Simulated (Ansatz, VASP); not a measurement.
## One calculation of PbS, two programs

```
Pb S
1.0
     2.88782   -2.97492    0.00095
     2.88782    2.97492    0.00095
    -2.02439    0.00000   21.42632
Pb S
2 2
Direct
  0.74273 0.71825 0.93220
  0.28175 0.25727 0.06780
  0.24454 0.22842 0.94035
  0.77158 0.75546 0.05965
```

Alike in both runs: task single point; functional PBEsol; k mesh 6 × 6 × 2; occupations gaussian, width 0.02 eV; no spin polarisation.

```csv
,VASP,Ansatz
version,VASP 6.6.1,Ansatz 0.2.0
potentials or method,"VASP PAW PBE potentials, release 64 (Pb_d, S), cutoff 520 eV","scalar-relativistic, plane waves, PAW"
valence electrons in the cell,40,40
```

|  | VASP | Ansatz | Ansatz less VASP |
| --- | --- | --- | --- |
| gap on the k mesh at the Fermi level (eV) | 1.85 | 1.85 | 0.000 |
| least direct gap on the mesh (eV) | 1.93 | 1.93 | -0.001 |
| rms of the force components (eV/Å) | 0.165 | 0.165 | 0.0000 |

VASP's potentials were made for PBE, not for PBEsol. Atom by atom the forces differ by 0.002 eV/Å (rms over components).

Spin-orbit coupling is off throughout.
